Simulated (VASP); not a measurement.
Wanted: the native input for a VASP 6.6.1 run.

| Quantity | Value |
| --- | --- |
| Task | single point |
| Functional | PBE |
| Potentials or basis | VASP PAW PBE potentials, release 64 (W_sv, C) |
| Cutoff | 520 eV |
| k mesh | 20 × 20 × 20 |
| Occupations | gaussian, width 0.1 eV |
| Spin | no spin polarisation |
| Dipole correction | no |
| Further INCAR settings | ALGO = Normal; EDIFF = 1e-07; NBANDS = 16 |

The structure of WC lies in POSCAR:

```
WC
1.0
    2.7257965009      0.0000000000      0.0000000000
    0.0000000000      2.7257965009      0.0000000000
    0.0000000000      0.0000000000      2.7257965009
W C
1 1
Direct
    0.5000000000      0.5000000000      0.5000000000
    0.0000000000      0.0000000000      0.0000000000
```

The cell was built from a structure type or drawn by symmetry, and may not be a known phase.

One way to write it, as run:

INCAR

```
SYSTEM = WC
PREC = Accurate ; ENCUT = 520
EDIFF = 1E-7 ; ISMEAR = 0
SIGMA = 0.1 ; LREAL = .False.
LASPH = .True. ; NELM = 60
ALGO = Normal ; ISIF = 2
LWAVE = .False. ; LCHARG = .True.
GGA = PE ; LELF = .True.
LVHAR = .True. ; NBANDS = 16
```

KPOINTS

```
regular mesh
0
Gamma
  20 20 20
  0 0 0
```

Potentials or basis: VASP PAW PBE potentials, release 64 (W_sv, C).

Run with:

```bash
$ cat potpaw_PBE.64/W_sv/POTCAR potpaw_PBE.64/C/POTCAR > POTCAR
$ mpirun -np 1 vasp_std > vasp.out
```

Results of the run:

- Pressure: 1.3 GPa
- Band gap on the k mesh: zero (bands 9 and 10 overlap by 7.08 eV)

Caveat: spin-orbit coupling is left out, which moves the levels of the heavy elements.

Run time: 54 s on 1 thread of Intel(R) Xeon(R) Platinum 8259CL CPU @ 2.50GHz (Skylake/Cascade Lake), with other jobs on the host, peak memory 0.2 GiB.
